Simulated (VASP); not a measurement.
# Ge8Mo3W (P4/mmm) in VASP: single point with PBE

Aim: the single point of Ge8Mo3W with PBE.

All numbers are computed with VASP 6.6.1; they aren't measurements. Logs are shortened: lines on timing, memory, paths and dates and some standing lists are left out, and cuts for length are marked.

### Step 1. The cell of the first run

It takes space group P4/mmm (No. 123, tetragonal). The conventional cell has a = 4.721 Å, b = 4.721 Å, c = 8.287 Å, α = 90.00°, β = 90.00°, γ = 90.00°. Ge (site symmetry 4mm) has 9 Ge at 2.68 to 3.34 Å and 5 Mo at 2.71 to 2.80 Å within 3.5 Å. Within 3.5 Å of Ge (site symmetry 2mm) lie 9 Ge at 2.69 to 3.34 Å and 3 Mo at 2.72 to 2.80 Å and 2 W at 2.72 Å. Ge (site symmetry 4mm) has 9 Ge at 2.67 to 3.34 Å and 4 Mo at 2.71 Å and 1 W at 2.81 Å within 3.5 Å. Within 3.6 Å of Mo (site symmetry 4/mmm) lie 10 Ge at 2.72 to 2.80 Å and 4 W at 3.34 Å. Within 3.6 Å of Mo (site symmetry mmm) lie 10 Ge at 2.71 to 2.80 Å and 4 Mo at 3.34 Å. W (site symmetry 4/mmm) has 10 Ge at 2.72 to 2.81 Å and 4 Mo at 3.34 Å within 3.6 Å.

### Step 2. Single point, PBE

INCAR reads:

```
PREC = Accurate
ENCUT = 520
EDIFF = 1E-7
ISMEAR = 0
SIGMA = 0.1
LREAL = F
LASPH = T
NELM = 60
ALGO = Normal
ISIF = 2
LWAVE = F
LCHARG = F
GGA = PE
NBANDS = 96
```

KPOINTS reads:

```
regular mesh
0
Gamma
  8 8 6
```

POSCAR reads:

```
Ge8Mo3W
1.0
    4.7213432690      0.0000000000      0.0000000000
    0.0000000000      4.7213432690      0.0000000000
    0.0000000000      0.0000000000      8.2866489598
Ge Mo W
8 3 1
Direct
    0.0000000000      0.0000000000      0.3382077200
    0.0000000000      0.5000000000      0.8377485405
    0.5000000000      0.0000000000      0.8377485405
    0.5000000000      0.5000000000      0.3386370292
    0.0000000000      0.0000000000      0.6617922800
    0.0000000000      0.5000000000      0.1622514595
    0.5000000000      0.0000000000      0.1622514595
    0.5000000000      0.5000000000      0.6613629708
    0.0000000000      0.0000000000      0.0000000000
    0.0000000000      0.5000000000      0.5000000000
    0.5000000000      0.0000000000      0.5000000000
    0.5000000000      0.5000000000      0.0000000000
```

Potentials or basis: VASP PAW PBE potentials, release 64 (Ge_d, Mo_sv, W_sv).

Started as:

```sh
cat potpaw_PBE.64/Ge_d/POTCAR potpaw_PBE.64/Mo_sv/POTCAR potpaw_PBE.64/W_sv/POTCAR > POTCAR
mpirun -np 1 vasp_std > vasp.out
```

OUTCAR:

```text
PREC = Accurate
   ENCUT = 520
   EDIFF = 1E-7
   ISMEAR = 0
   LREAL = F
   LASPH = T
   NELM = 60
   ISIF = 2
   GGA = PE

 ion  position               nearest neighbor table
   1  0.000  0.000  0.338-   5 2.68  10 2.71  11 2.71  10 2.71  11 2.71   6 2.77   6 2.77   7 2.77
                             7 2.77   9 2.80
   2  0.000  0.500  0.838-   6 2.69   9 2.72  12 2.72   9 2.72  12 2.72   5 2.77   5 2.77   8 2.78
                             8 2.78  10 2.80
   3  0.500  0.000  0.838-   7 2.69   9 2.72  12 2.72  12 2.72   9 2.72   5 2.77   5 2.77   8 2.78
                             8 2.78  11 2.80
   4  0.500  0.500  0.339-   8 2.67  10 2.71  11 2.71  11 2.71  10 2.71   7 2.78   7 2.78   6 2.78
                             6 2.78  12 2.81
   5  0.000  0.000  0.662-   1 2.68  10 2.71  11 2.71  10 2.71  11 2.71   2 2.77   2 2.77   3 2.77
                             3 2.77   9 2.80
   6  0.000  0.500  0.162-   2 2.69   9 2.72  12 2.72   9 2.72  12 2.72   1 2.77   1 2.77   4 2.78
                             4 2.78  10 2.80
   7  0.500  0.000  0.162-   3 2.69   9 2.72  12 2.72  12 2.72   9 2.72   1 2.77   1 2.77   4 2.78
                             4 2.78  11 2.80
   8  0.500  0.500  0.661-   4 2.67  10 2.71  11 2.71  11 2.71  10 2.71   3 2.78   3 2.78   2 2.78
                             2 2.78  12 2.81
   9  0.000  0.000  0.000-   2 2.72   3 2.72   6 2.72   7 2.72   2 2.72   6 2.72   3 2.72   7 2.72
                             1 2.80   5 2.80  12 3.34  12 3.34  12 3.34  12 3.34
  10  0.000  0.500  0.500-   4 2.71   8 2.71   4 2.71   8 2.71   1 2.71   5 2.71   5 2.71   1 2.71
                             6 2.80   2 2.80  11 3.34  11 3.34  11 3.34  11 3.34
  11  0.500  0.000  0.500-   4 2.71   8 2.71   4 2.71   8 2.71   5 2.71   1 2.71   1 2.71   5 2.71
                             7 2.80   3 2.80  10 3.34  10 3.34  10 3.34  10 3.34
  12  0.500  0.500  0.000-   2 2.72   3 2.72   6 2.72   7 2.72   3 2.72   7 2.72   2 2.72   6 2.72
                             4 2.81   8 2.81   9 3.34   9 3.34   9 3.34   9 3.34

  LATTYP: Found a simple tetragonal cell.
 ALAT       =     4.7213432690
 C/A-ratio  =     1.7551464674

  Lattice vectors:

 A1 = (   4.7213432690,   0.0000000000,   0.0000000000)
 A2 = (   0.0000000000,   4.7213432690,   0.0000000000)
 A3 = (   0.0000000000,   0.0000000000,   8.2866489598)

Analysis of symmetry for initial positions (statically):
=====================================================================
 Subroutine PRICEL returns:
 Original cell was already a primitive cell.

 Routine SETGRP: Setting up the symmetry group for a
 simple tetragonal supercell.

 Subroutine GETGRP returns: Found 16 space group operations
 (whereof 16 operations were pure point group operations)
 out of a pool of 16 trial point group operations.

The static configuration has the point symmetry D_4h.

Analysis of symmetry for dynamics (positions and initial velocities):
=====================================================================
 Subroutine PRICEL returns:
 Original cell was already a primitive cell.

 Routine SETGRP: Setting up the symmetry group for a
 simple tetragonal supercell.

 Subroutine GETGRP returns: Found 16 space group operations
 (whereof 16 operations were pure point group operations)
 out of a pool of 16 trial point group operations.

The dynamic configuration has the point symmetry D_4h.

 Subroutine INISYM returns: Found 16 space group operations
 (whereof 16 operations are pure point group operations),
 and found     1 'primitive' translations

----------------------------------------------------------------------------------------

                                     Primitive cell

  volume of cell :     184.7184

  direct lattice vectors                    reciprocal lattice vectors
     4.721343269  0.000000000  0.000000000     0.211804129  0.000000000  0.000000000
     0.000000000  4.721343269  0.000000000     0.000000000  0.211804129  0.000000000
     0.000000000  0.000000000  8.286648960     0.000000000  0.000000000  0.120676042

  length of vectors
     4.721343269  4.721343269  8.286648960     0.211804129  0.211804129  0.120676042

  position of ions in fractional coordinates (direct lattice)
     0.000000000  0.000000000  0.338207720
     0.000000000  0.500000000  0.837748541
     0.500000000  0.000000000  0.837748541
     0.500000000  0.500000000  0.338637029
     0.000000000  0.000000000  0.661792280
[... 35 lines left out ...]
     0.000000000  0.026475516  0.000000000     0.000000000  0.125000000  0.000000000
     0.000000000  0.000000000  0.020112674     0.000000000  0.000000000  0.166666667

  Length of vectors
     0.026475516  0.026475516  0.020112674

  Shift w.r.t. Gamma in fractional coordinates (k-lattice)
     0.000000000  0.000000000  0.000000000

 Subroutine IBZKPT returns following result:
 ===========================================

 Found     60 irreducible k-points:

 Following reciprocal coordinates:
            Coordinates               Weight
  0.000000  0.000000  0.000000      1.000000
  0.125000  0.000000  0.000000      4.000000
  0.250000  0.000000  0.000000      4.000000
  0.375000  0.000000  0.000000      4.000000
  0.500000  0.000000  0.000000      2.000000
  0.125000  0.125000  0.000000      4.000000
[... 16 lines left out ...]
  0.375000  0.125000  0.166667     16.000000
  0.500000  0.125000  0.166667      8.000000
 [... further k-points ...]
   k-points           NKPTS =     60   k-points in BZ     NKDIM =     60   number of bands    NBANDS=     96
   number of dos      NEDOS =    301   number of ions     NIONS =     12
   total plane-waves  NPLWV =  82944
   dimension x,y,z NGX =    36 NGY =   36 NGZ =   64
   dimension x,y,z NGXF=    72 NGYF=   72 NGZF=  128
   ions per type =               8   3   1
   NGX,Y,Z   is equivalent  to a cutoff of  12.68, 12.68, 12.84 a.u.
   NGXF,Y,Z  is equivalent  to a cutoff of  25.35, 25.35, 25.68 a.u.
 SYSTEM =  unknown system
   PREC   = accura    normal or accurate (medium, high low for compatibility)
   ISTART =      0    job   : 0-new  1-cont  2-samecut
   ICHARG =      2    charge: 1-file 2-atom 10-const
   ISPIN  =      1    spin polarized calculation?
   LNONCOLLINEAR =      F non collinear calculations
   LSORBIT =      F    spin-orbit coupling
   LASPH  =      T    aspherical Exc in radial PAW
   ENCUT  =  520.0 eV  38.22 Ry    6.18 a.u.   8.78  8.78 15.41*2*pi/ulx,y,z
   NELM   =     60;   NELMIN=  2; NELMDL= -5     # of ELM steps
   EDIFF  = 0.1E-06   stopping-criterion for ELM
   LREAL  =      F    real-space projection
   EDIFFG = 0.1E-05   stopping-criterion for IOM
   NSW    =      0    number of steps for IOM
   IBRION =     -1    ionic relax: 0-MD 1-quasi-New 2-CG
   NFREE  =      0    steps in history (QN), initial steepest desc. (CG)
   ISIF   =      2    stress and relaxation
   ISYM   =      2    0-nonsym 1-usesym 2-fastsym
   POTIM  = 0.5000    time-step for ionic-motion
   TEBEG  =    0.0;   TEEND  =   0.0 temperature during run
   PSTRESS=    0.0 pullay stress
   NELECT =     168.0000    total number of electrons
   NUPDOWN=      -1.0000    fix difference up-down
   EMIN   =  10.00;   EMAX   =-10.00  energy-range for DOS
   EFERMI =   0.00;   METHOD = LEGACY
   ISMEAR =     0;   SIGMA  =   0.10  broadening in eV -4-tet -1-fermi 0-gaus
   EFERMI_NEDOS =   21; number of points for ismear=-14 and -15
   IALGO  =     38    algorithm
   IMIX   =      4    mixing-type and parameters
     AMIX     =   0.40;   BMIX     =  1.00
     AMIX_MAG =   1.60;   BMIX_MAG =  1.00
  volume/ion in A,a.u.               =      15.39       103.88
  Fermi-wavevector in a.u.,A,eV,Ry     =   1.586139  2.997368 34.230037  2.515837
  Thomas-Fermi vector in A             =   2.685496
   LORBIT       =      0    0 simple, 1 ext, 2 COOP (PROOUT), +10 PAW based schemes
   GGA     = PE    functional components
   LHFCALC =     F    Hartree Fock is set to
   AEXX    =    0.0000 exact exchange contribution
   IVDW    =     0    specifies the selected vdW correction
   LEPSILON=     F    determine dielectric tensor
   LRPA    =     F    only Hartree local field effects (RPA)
 non-spin polarized calculation
 Gauss-broadening in eV      SIGMA  =   0.10
  energy-cutoff  :      520.00
  volume of cell :      184.72
 maximum number of plane-waves:      5023
 NGX is ok and might be reduce to    36
   NGX = 17   NGY = 17   NGZ = 31

 number of electron     168.0000096 magnetization

 Free energy of the ion-electron system (eV)
  ---------------------------------------------------
  ext. energy  EPLUGINS =         0.00000000
  ---------------------------------------------------
  free energy    TOTEN  =       -82.90819168 eV

  energy without entropy =      -82.89279477  energy(sigma->0) =      -82.90049322

 E-fermi :  10.1200     XC(G=0): -12.7639

 val. band max:       10.1108904182   @ k =   0.3750   0.3750   0.0000
 cond. band min:      10.1218277763   @ k =   0.2500   0.2500   0.5000
 fundamental gap:      0.0109373581
 Fermi energy:        10.1200163923

 k-point     1 :       0.0000    0.0000    0.0000
  band No.  band energies     occupation
      1     -63.8874      2.00000
      2     -50.7612      2.00000
      3     -50.7422      2.00000
      4     -50.7224      2.00000
      5     -28.1470      2.00000
      6     -28.1470      2.00000
[... 2365 lines left out ...]
     95      13.6668      0.00000
     96      13.7691      0.00000

 [... further k-points ...]

------------------------ aborting loop because EDIFF is reached ----------------------------------------

  FORCE on cell =-STRESS in cart. coord.  units (eV):
  Direction    XX          YY          ZZ          XY          YZ          ZX
  --------------------------------------------------------------------------------------
  -------------------------------------------------------------------------------------
  Total        0.2833599      0.2833599      0.3054847      0.0000000      0.0000000     -0.0000000
  in kB        2.4577563      2.4577563      2.6496589      0.0000000      0.0000000     -0.0000000
  external PRESSURE =       2.5217239 kB  Pullay stress =       0.0000000 kB

 VOLUME and BASIS-vectors are now :
 -----------------------------------------------------------------------------
  energy-cutoff  :      520.00
  volume of cell :      184.72
      direct lattice vectors                 reciprocal lattice vectors
     4.721343269  0.000000000  0.000000000     0.211804129  0.000000000  0.000000000
     0.000000000  4.721343269  0.000000000     0.000000000  0.211804129  0.000000000
     0.000000000  0.000000000  8.286648960     0.000000000  0.000000000  0.120676042

 POSITION                                       TOTAL-FORCE (eV/Angst)
 -----------------------------------------------------------------------------------
      0.00000      0.00000      2.80261        -0.000000     -0.000000     -0.008360
      0.00000      2.36067      6.94213        -0.000000     -0.000000     -0.006262
      2.36067      0.00000      6.94213         0.000000      0.000000     -0.006262
      2.36067      2.36067      2.80617        -0.000000      0.000000     -0.006697
      0.00000      0.00000      5.48404        -0.000000      0.000000      0.008360
      0.00000      2.36067      1.34452        -0.000000     -0.000000      0.006262
      2.36067      0.00000      1.34452        -0.000000      0.000000      0.006262
      2.36067      2.36067      5.48048        -0.000000      0.000000      0.006697
      0.00000      0.00000      0.00000        -0.000000      0.000000     -0.000000
      0.00000      2.36067      4.14332        -0.000000      0.000000     -0.000000
      2.36067      0.00000      4.14332        -0.000000      0.000000     -0.000000
      2.36067      2.36067      0.00000        -0.000000      0.000000     -0.000000
 -----------------------------------------------------------------------------------
    total drift:                                0.000000      0.000000      0.000000

  FREE ENERGIE OF THE ION-ELECTRON SYSTEM (eV)
  ---------------------------------------------------
  free  energy   TOTEN  =       -82.9081916760 eV

  energy  without entropy=      -82.8927947721  energy(sigma->0) =      -82.90049322
```

Wall time 9.9 min (1 thread of Intel Xeon 6975P-C (Granite Rapids), shared host); peak memory 0.83 GiB.

What came out:

```
Free energy            : -82.9082 eV
Pressure               : 0.3 GPa
Largest force          : 0.008 eV/Å
Band gap on the k mesh : zero (bands 84 and 85 overlap by 0.42 eV)
```

Forces in eV/Å, atoms in the order of the input:
```
Ge   0.000  0.000 -0.008
Ge   0.000  0.000 -0.006
Ge   0.000  0.000 -0.006
Ge   0.000  0.000 -0.007
Ge   0.000  0.000  0.008
Ge   0.000  0.000  0.006
Ge   0.000  0.000  0.006
Ge   0.000  0.000  0.007
Mo   0.000  0.000  0.000
Mo   0.000  0.000  0.000
Mo   0.000  0.000  0.000
W    0.000  0.000  0.000
```

Caveat: spin-orbit coupling is left out, which moves the levels of the heavy elements.
